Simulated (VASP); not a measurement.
Input of a VASP 6.6.1 run:

Contents of INCAR:

```
  PREC = Accurate
  ENCUT = 520
  EDIFF = 1E-6
  ISMEAR = -1
  SIGMA = 0.02
  LREAL = Auto
  LASPH = T
  NELM = 100
  ALGO = Normal
  ISIF = 2
  LWAVE = F
  LCHARG = T
  GGA = PE
  IVDW = 12
  LELF = T
  LVHAR = T
  NBANDS = 82
```

Contents of KPOINTS:

```
regular mesh
0
Gamma
  1 1 1
```

File POSCAR:

```
CO2
1.0
    8.8211610000      0.0000000000      0.0000000000
    0.0000000000      8.8211610000      0.0000000000
    0.0000000000      0.0000000000      8.8211610000
C O
8 16
Direct
    0.1268540502      1.0138801457      0.8316592340
   -0.0376594419      0.6363334713      0.7159488417
    0.7691277826      0.2552385111      0.6665562504
    0.4213277595      0.0387590704      0.5401443189
    0.4916926468      0.8411137718      0.0827102011
    0.0492792275      0.0293158690      0.3290043113
    0.6943530449      0.2379165282      0.1260831766
    0.2825818506      0.5016346488      0.4575701543
    0.1235211555      1.1256114700      0.9072841999
    0.1178869766      0.9066380264      0.7510462625
    0.0363217495      0.5724076457      0.8105282287
   -0.0955429790      0.7009054704      0.6161093761
    0.7030027000      0.3651220060      0.6477718749
    0.8414651994      0.1452756616      0.6802505929
    0.4332649636      0.0788785059      0.6626452006
    0.3944038659      0.0085362913      0.4124627132
    0.4265538289      0.7412629698      0.0188183846
    0.5484652190      0.9467007801      0.1376462803
    0.1101782407     -0.0888318442      0.3070910961
   -0.0168685279      0.1450149249      0.3550099584
    0.6461621095      0.3111721915      0.2201184175
    0.7391203947      0.1692747701      0.0215504512
    0.3107867547      0.6098743691      0.3877834222
    0.2466682107      0.3980201699      0.5362672782
```

Potentials or basis: VASP PAW PBE potentials, release 64 (C, O).

Launch:

```console
$ cat potpaw_PBE.64/C/POTCAR potpaw_PBE.64/O/POTCAR > POTCAR
$ mpirun -np 1 vasp_gam > vasp.out
```

Estimate the largest force.

4.748 eV/Å.

Predict the pressure.

0.4 GPa.

Estimate the dispersion energy per atom.

-0.034 eV.

Forces on the atoms (eV/Å):
```
C   -0.768  0.803  0.045
C    2.176 -1.186  1.543
C    1.627 -2.141  0.158
C   -1.280 -0.584 -3.967
C   -1.619 -1.558 -1.515
C   -0.550  0.162  0.303
C    1.235 -1.875 -3.301
C   -0.881 -1.438  1.637
O    0.390 -1.349 -0.611
O    0.490  0.695  0.644
O   -1.476  0.773 -1.118
O   -0.835  0.279 -0.500
O   -2.001  3.060 -0.362
O    0.391 -0.958  0.212
O    0.841  0.855  3.733
O    0.533 -0.176  0.422
O    0.855  0.817  0.817
O    0.688  0.596  0.678
O   -0.634  1.246  0.053
O    1.012 -1.452 -0.482
O   -1.638  2.462  3.715
O    0.513 -0.434 -0.439
O    0.474  0.816 -0.827
O    0.456  0.586 -0.834
```

Caveat: the k points lie up to 0.71 Å⁻¹ apart.
